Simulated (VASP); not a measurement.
# NaF (P6_3/mmc) in VASP: notebook, part 2 of 2

VASP 6.6.1. Earlier steps stand in the parts before.

## (3) Single point, LDA

Contents of INCAR:

```
ALGO = Normal
EDIFF = 1E-7
ENCUT = 520
GGA = CA
ISIF = 2
ISMEAR = 0
LASPH = True
LCHARG = False
LREAL = False
LWAVE = False
NBANDS = 22
NELM = 60
PREC = Accurate
SIGMA = 0.01
```

Contents of KPOINTS:

```
k-points
0
Gamma
  6 6 4
```

Contents of POSCAR:

```
NaF
1.0
    3.8680668589      0.0000000000      0.0000000000
   -1.9340334295      3.3498441634      0.0000000000
    0.0000000000      0.0000000000      4.5514117001
Na F
2 2
Direct
    0.3333333333      0.6666666667      0.2500000000
    0.6666666667      0.3333333333      0.7500000000
    0.6666666667      0.3333333333      0.2500000000
    0.3333333333      0.6666666667      0.7500000000
```

Potentials or basis: VASP PAW LDA potentials, release 64 (Na_pv, F).

Started as:

```
> cat potpaw_LDA.64/Na_pv/POTCAR potpaw_LDA.64/F/POTCAR > POTCAR
> mpirun -np 1 vasp_std > vasp.out
```

OUTCAR:

```text
EDIFF = 1E-7
   ENCUT = 520
   GGA = CA
   ISIF = 2
   ISMEAR = 0
   LASPH = True
   LREAL = False
   NELM = 60
   PREC = Accurate

 ion  position               nearest neighbor table
   1  0.333  0.667  0.250-   3 2.23   3 2.23   3 2.23   4 2.28   4 2.28
   2  0.667  0.333  0.750-   4 2.23   4 2.23   4 2.23   3 2.28   3 2.28
   3  0.667  0.333  0.250-   1 2.23   1 2.23   1 2.23   2 2.28   2 2.28
   4  0.333  0.667  0.750-   2 2.23   2 2.23   2 2.23   1 2.28   1 2.28

  LATTYP: Found a hexagonal cell.
 ALAT       =     3.8680668589
 C/A-ratio  =     1.1766631411

  Lattice vectors:

 A1 = (   3.8680668589,   0.0000000000,   0.0000000000)
 A2 = (  -1.9340334295,   3.3498441634,   0.0000000000)
 A3 = (   0.0000000000,   0.0000000000,   4.5514117001)

Analysis of symmetry for initial positions (statically):
=====================================================================
 Subroutine PRICEL returns:
 Original cell was already a primitive cell.

 Routine SETGRP: Setting up the symmetry group for a
 hexagonal supercell.

 Subroutine GETGRP returns: Found 24 space group operations
 (whereof 12 operations were pure point group operations)
 out of a pool of 24 trial point group operations.

The static configuration has the point symmetry D_3d.
 The point group associated with its full space group is D_6h.

Analysis of symmetry for dynamics (positions and initial velocities):
=====================================================================
 Subroutine PRICEL returns:
 Original cell was already a primitive cell.

 Routine SETGRP: Setting up the symmetry group for a
 hexagonal supercell.

 Subroutine GETGRP returns: Found 24 space group operations
 (whereof 12 operations were pure point group operations)
 out of a pool of 24 trial point group operations.

[... 117 lines left out ...]
   EFERMI_NEDOS =   21; number of points for ismear=-14 and -15
   IALGO  =     38    algorithm
   IMIX   =      4    mixing-type and parameters
     AMIX     =   0.40;   BMIX     =  1.00
     AMIX_MAG =   1.60;   BMIX_MAG =  1.00
  volume/ion in A,a.u.               =      14.74        99.49
  Fermi-wavevector in a.u.,A,eV,Ry     =   1.277142  2.413449 22.192359  1.631092
  Thomas-Fermi vector in A             =   2.409759
   LORBIT       =      0    0 simple, 1 ext, 2 COOP (PROOUT), +10 PAW based schemes
   GGA     = CA    functional components
   LHFCALC =     F    Hartree Fock is set to
   AEXX    =    0.0000 exact exchange contribution
   IVDW    =     0    specifies the selected vdW correction
   LEPSILON=     F    determine dielectric tensor
   LRPA    =     F    only Hartree local field effects (RPA)
 non-spin polarized calculation
 Gauss-broadening in eV      SIGMA  =   0.01
  energy-cutoff  :      520.00
  volume of cell :       58.97
 maximum number of plane-waves:      1604
 NGX is ok and might be reduce to    30
   NGX = 15   NGY = 15   NGZ = 17

 number of electron      27.9999982 magnetization

 Free energy of the ion-electron system (eV)
  ---------------------------------------------------
  ext. energy  EPLUGINS =         0.00000000
  ---------------------------------------------------
  free energy    TOTEN  =       -18.36539882 eV

  energy without entropy =      -18.36539882  energy(sigma->0) =      -18.36539882

 E-fermi :  -3.0844     XC(G=0):  -8.9059

 val. band max:       -3.2152606891   @ k =   0.0000   0.0000   0.0000
 cond. band min:       2.1536855394   @ k =   0.0000   0.0000   0.0000
 fundamental gap:      5.3689462285
 Fermi energy:        -3.0844340440

 k-point     1 :       0.0000    0.0000    0.0000
  band No.  band energies     occupation
      1     -22.1532      2.00000
      2     -22.0993      2.00000
      3     -22.0993      2.00000
      4     -22.0453      2.00000
      5     -22.0453      2.00000
      6     -22.0046      2.00000
[... 514 lines left out ...]
     21      16.3939      0.00000
     22      16.3939      0.00000

------------------------ aborting loop because EDIFF is reached ----------------------------------------

  FORCE on cell =-STRESS in cart. coord.  units (eV):
  Direction    XX          YY          ZZ          XY          YZ          ZX
  --------------------------------------------------------------------------------------
  -------------------------------------------------------------------------------------
  Total       -0.8832579     -0.8832579     -1.0503037      0.0000000      0.0000000      0.0000000
  in kB      -23.9956995    -23.9956995    -28.5338763      0.0000000      0.0000000      0.0000000
  external PRESSURE =     -25.5084251 kB  Pullay stress =       0.0000000 kB

 VOLUME and BASIS-vectors are now :
 -----------------------------------------------------------------------------
  energy-cutoff  :      520.00
  volume of cell :       58.97
      direct lattice vectors                 reciprocal lattice vectors
     3.868066859  0.000000000  0.000000000     0.258527072  0.149260675  0.000000000
    -1.934033429  3.349844163  0.000000000     0.000000000  0.298521349  0.000000000
     0.000000000  0.000000000  4.551411700     0.000000000  0.000000000  0.219712051

 POSITION                                       TOTAL-FORCE (eV/Angst)
 -----------------------------------------------------------------------------------
     -0.00000      2.23323      1.13785         0.000000      0.000000     -0.000000
      1.93403      1.11661      3.41356        -0.000000     -0.000000     -0.000000
      1.93403      1.11661      1.13785         0.000000     -0.000000      0.000000
     -0.00000      2.23323      3.41356        -0.000000      0.000000      0.000000
 -----------------------------------------------------------------------------------
    total drift:                               -0.000000     -0.000000     -0.000000

  FREE ENERGIE OF THE ION-ELECTRON SYSTEM (eV)
  ---------------------------------------------------
  free  energy   TOTEN  =       -18.3653988187 eV

  energy  without entropy=      -18.3653988187  energy(sigma->0) =      -18.36539882
```

OSZICAR:

```text
N       E                     dE             d eps       ncg     rms          rms(c)
DAV:   1     0.303479350096E+03    0.30348E+03   -0.15200E+04   936   0.149E+03
DAV:   2     0.528470100847E+01   -0.29819E+03   -0.28215E+03  1016   0.430E+02
DAV:   3    -0.200171627125E+02   -0.25302E+02   -0.25168E+02  1110   0.126E+02
DAV:   4    -0.204784803833E+02   -0.46132E+00   -0.46122E+00   984   0.191E+01
DAV:   5    -0.204863779422E+02   -0.78976E-02   -0.78974E-02  1092   0.239E+00    0.776E+00
DAV:   6    -0.184868475180E+02    0.19995E+01   -0.78320E+00  1330   0.203E+01    0.277E+00
DAV:   7    -0.184045918582E+02    0.82256E-01   -0.10661E-01   948   0.260E+00    0.155E+00
DAV:   8    -0.183640375778E+02    0.40554E-01   -0.66472E-02  1056   0.402E+00    0.264E-01
DAV:   9    -0.183658574436E+02   -0.18199E-02   -0.11418E-02   972   0.740E-01    0.229E-01
DAV:  10    -0.183653898590E+02    0.46758E-03   -0.32178E-03  1180   0.538E-01    0.242E-02
DAV:  11    -0.183653989548E+02   -0.90957E-05   -0.11829E-04   990   0.127E-01    0.658E-03
DAV:  12    -0.183653988164E+02    0.13839E-06   -0.53187E-06  1074   0.318E-02    0.314E-03
DAV:  13    -0.183653989259E+02   -0.10945E-06   -0.23093E-06  1188   0.172E-02    0.258E-03
DAV:  14    -0.183653988203E+02    0.10555E-06   -0.88221E-07   970   0.929E-03    0.485E-04
DAV:  15    -0.183653988187E+02    0.16066E-08   -0.63630E-08   504   0.243E-03
   1 F= -.18365399E+02 E0= -.18365399E+02  d E =-.182351E-78
```

stdout:

```text
POSCAR found type information on POSCAR NaF
 POSCAR found :  2 types and       4 ions
 scaLAPACK will be used
 LDA part: xc-table for (Slater(with rela. corr.)+CA(PZ))
 , standard interpolation
 POSCAR, INCAR and KPOINTS ok, starting setup
 FFT: planning ... GRIDC
 FFT: planning ... GRID_SOFT
 FFT: planning ... GRID
 WAVECAR not read
 entering main loop
```

Run time: 11 s. Hardware: 1 thread of Intel Xeon 6975P-C (Granite Rapids), shared host; peak memory 0.15 GiB.

Results:

* Free energy: -18.3654 eV
* Pressure: -2.6 GPa
* Band gap on the k mesh: 5.37 eV, direct

## (4) Single point, r2SCAN

POSCAR is that of step 3.

Contents of INCAR.step1:

```
SYSTEM = NaF
PREC = Accurate
ENCUT = 520
ISMEAR = 0
SIGMA = 0.01
LREAL = .False.
LASPH = .True.
NELM = 100
NBANDS = 22
GGA = PE
ALGO = Normal
EDIFF = 1E-4
LWAVE = .True.
LCHARG = .False.
```

Contents of INCAR.step2:

```
SYSTEM = NaF
PREC = Accurate
ENCUT = 520
EDIFF = 1E-7
ISMEAR = 0
SIGMA = 0.01
LREAL = .False.
LASPH = .True.
NELM = 100
ALGO = Normal
ISIF = 2
LWAVE = .False.
LCHARG = .True.
METAGGA = R2SCAN
LMIXTAU = .True.
LELF = .True.
LVHAR = .True.
NBANDS = 22
ISTART = 1
```

Contents of KPOINTS:

```
regular mesh
0
Gamma
  6 6 4
  0 0 0
```

Potentials or basis: VASP PAW PBE potentials, release 64 (Na_pv, F).

Started as:

```
> cat potpaw_PBE.64/Na_pv/POTCAR potpaw_PBE.64/F/POTCAR > POTCAR
> cp INCAR.step1 INCAR
> mpirun -np 1 vasp_std > vasp.out
> cp INCAR.step2 INCAR
> mpirun -np 1 vasp_std > vasp.out
```

Wall time 54 s (1 thread of Intel Xeon 6975P-C (Granite Rapids), shared host); peak memory 0.18 GiB.

The run converged. Its results:

- Free energy: -24.9419 eV
- Pressure: -0.5 GPa
- Band gap on the k mesh: 6.35 eV, direct

Levels at points of the mesh, in eV from the valence-band top:
```
           k point  band 12  band 13  band 14  band 15  band 16  band 17
(0.00, 0.00, 0.00)    -0.31    -0.31     0.00     6.35    13.68    13.83
(0.50, 0.00, 0.00)    -0.60    -0.36    -0.18     9.32    11.44    13.44
(0.00, 0.00, 0.50)    -0.46    -0.46    -0.46     8.65     8.65    17.43
(0.50, 0.00, 0.50)    -0.48    -0.27    -0.27    10.43    10.43    13.51
```

Caveat: the PAW data sets were made with another functional, which shifts forces and pressure a little. r2SCAN opens gaps a little over a GGA but as a rule still falls short of measured ones.

## (5) Overview

| level | potentials or basis | gap on the mesh (eV) | pressure (GPa) |
| --- | --- | --- | --- |
| PBE | VASP PAW PBE potentials, release 64 (Na_pv, F) | 5.68 | 2.5 |
| LDA | VASP PAW LDA potentials, release 64 (Na_pv, F) | 5.37 | -2.6 |
| r2SCAN | VASP PAW PBE potentials, release 64 (Na_pv, F) | 6.35 | -0.5 |

Alike in all rows: task single point; no spin polarisation; cell as given; k mesh 6 × 6 × 4; cutoff (eV) 520; smearing gaussian 0.01 eV.

Caveats: the PAW data sets were made with another functional, which shifts forces and pressure a little (some runs).

Absolute energies hang on the potentials; compare differences alone.
